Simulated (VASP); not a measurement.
Runs of VASP 6.6.1 on C. The structure is that of space group Im-3m (No. 229), or close to it. The cells are those of the table. 

```csv
task,spin,cell,k mesh,cutoff (eV),gap on the mesh (eV),pressure (GPa)
single point,off,"a = 2.017 Å, angles 109.5°, 1 atom",18 × 18 × 18,520,none,0.7
relaxation of cell and atoms,off,"relaxed from a = 2.048 Å, angles 109.5°, 1 atom",18 × 18 × 18,600,none,0.0
single point,off,"a = 1.990 Å, angles 109.5°, 1 atom",21 × 21 × 21,520,none,10.1
single point,"non-collinear, zero start, SOC","a = 2.017 Å, angles 109.5°, 1 atom",19 × 19 × 19,520,-,(a)
single point,off,"a = 1.933 Å, angles 109.5°, 1 atom",21 × 21 × 21,520,none,(b)
single point,off,"a = 2.017 Å, angles 109.5°, 1 atom",21 × 21 × 21,520,none,0.2
single point,off,"a = 2.017 Å, angles 109.5°, 1 atom",31 × 31 × 31,520,none,0.3
single point,off,"a = 2.044 Å, angles 109.5°, 1 atom",21 × 21 × 21,520,none,-8.0
```

Alike in all rows: level LDA; potentials or basis VASP PAW LDA potentials, release 64 (C); smearing fermi-dirac 0.1 eV.

Question: Estimate the missing entries.

Answer: (a) -0.1; (b) 37.0.

A gap of «none» marks levels without a gap at the run's occupations.
